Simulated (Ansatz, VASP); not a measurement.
## C: VASP beside Ansatz

Contents of INCAR:

```
PREC     = Accurate       # precision mode
ENCUT    = 600            # plane-wave cutoff, eV
EDIFF    = 1E-7           # SCF threshold, eV
ISMEAR   = 0              # smearing method
SIGMA    = 0.1            # smearing width, eV
LREAL    = F              # projectors in reciprocal space
LASPH    = T              # aspherical terms in the spheres
NELM     = 80             # most SCF steps
ALGO     = Normal         # electronic algorithm
ISIF     = 3              # what is computed and relaxed
LWAVE    = F              # write WAVECAR
LCHARG   = F              # write CHGCAR
GGA      = PS             # functional
IBRION   = 2              # ionic algorithm
NSW      = 90             # ionic steps
EDIFFG   = -0.04          # ionic threshold
```

The input KPOINTS:

```
regular mesh
0
Gamma
  6 6 4
```

The input POSCAR:

```
C
1.0
    1.8919426155     -3.2064918765      0.0000000000
    1.8919426155      3.2064918765      0.0000000000
    0.0000000000      0.0000000000      3.7889184435
C
4
Direct
    0.1525000000      0.8475000000      0.0785000000
    0.6525000000      0.3475000000      0.4215000000
    0.8475000000      0.1525000000      0.9215000000
    0.3475000000      0.6525000000      0.5785000000
```

Input for Ansatz:

```yaml
crystal:
  lattice:
    - [1.8919426155, -3.2064918765, 0.0]
    - [1.8919426155, 3.2064918765, 0.0]
    - [0.0, 0.0, 3.7889184435]
  atoms:
    - { symbol: C, position: [0.1525, 0.8475, 0.0785] }
    - { symbol: C, position: [0.6525, 0.3475, 0.4215] }
    - { symbol: C, position: [0.8475, 0.1525, 0.9215] }
    - { symbol: C, position: [0.3475, 0.6525, 0.5785] }
basis:
  ecutwfc: 420
kpoints:
  mp_grid: { grid: [6, 6, 4] }
hamiltonian:
  xc: pbesol
scf:
  occupations: { method: gaussian, width: 0.1 }
  lower_state_search: "off"
output:
  forces: true
  stress: true
  eigenvalues: true
relax:
  adjacent_minimum: "off"
  f_tol: 0.04
  max_steps: 70
  cell: { stress_tol: 0.4 }
```

Alike in both runs: task relaxation of cell and atoms; functional PBEsol; k mesh 6 × 6 × 4; occupations gaussian, width 0.1 eV; no spin polarisation.

|  | VASP | Ansatz |
| --- | --- | --- |
| version | VASP 6.6.1 | Ansatz 0.2.0 |
| potentials or method | VASP PAW PBE potentials, release 64 (C), cutoff 600 eV | scalar-relativistic, plane waves, PAW |
| valence electrons in the cell | 16 | 16 |

```csv
,VASP,Ansatz,Ansatz less VASP
relaxed volume (Å³/atom),7.56,9.04,+1.483
relaxed cell length with the largest relative difference (Å),2.457,3.664,+1.2070
```

VASP's potentials were made for PBE, not for PBEsol. One of these differences is far larger than is usual between the two programs; its cause wasn't traced.

The k mesh is coarse, so the values compare programs but aren't converged. Noted on VASP's run: the volume moved by over 15 % at a fixed basis, so the end points are rough.
